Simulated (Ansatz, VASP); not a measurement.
**One calculation of ZnS, two programs**

```
Zn S
1.0
     0.08114    2.74522    2.74522
     2.74522    0.08114    2.74522
     2.74522    2.74522    0.08114
Zn S
1 1
Cartesian
  0.0000 0.0000 0.0000
  4.1787 4.1787 4.1787
```

Change from the starting cell: equal xy, yz and zx shear strains of +3 %.

Alike in both runs: task single point; functional PBEsol; k mesh 8 × 8 × 8; occupations fermi-dirac, width 0.01 eV; no spin polarisation.

```csv
,VASP,Ansatz
version,VASP 6.6.1,Ansatz 0.2.0
potentials or method,"VASP PAW PBE potentials, release 64 (Zn, S), cutoff 520 eV","all-electron LAPW, scalar-relativistic"
```

```tsv
	VASP	Ansatz	Ansatz less VASP
gap on the k mesh at the Fermi level (eV)	1.88	1.88	-0.001
pressure (GPa)	-1.7	-1.9	-0.19
traceless stress, the component that is largest in VASP (GPa)	-1.86	-1.85	+0.014
rms of the force components (eV/Å)	0.123	0.121	-0.0024
```

VASP's potentials were made for PBE, not for PBEsol. Atom by atom the forces differ by 0.002 eV/Å (rms over components). Ansatz ran all-electron here, and VASP with PAW potentials.
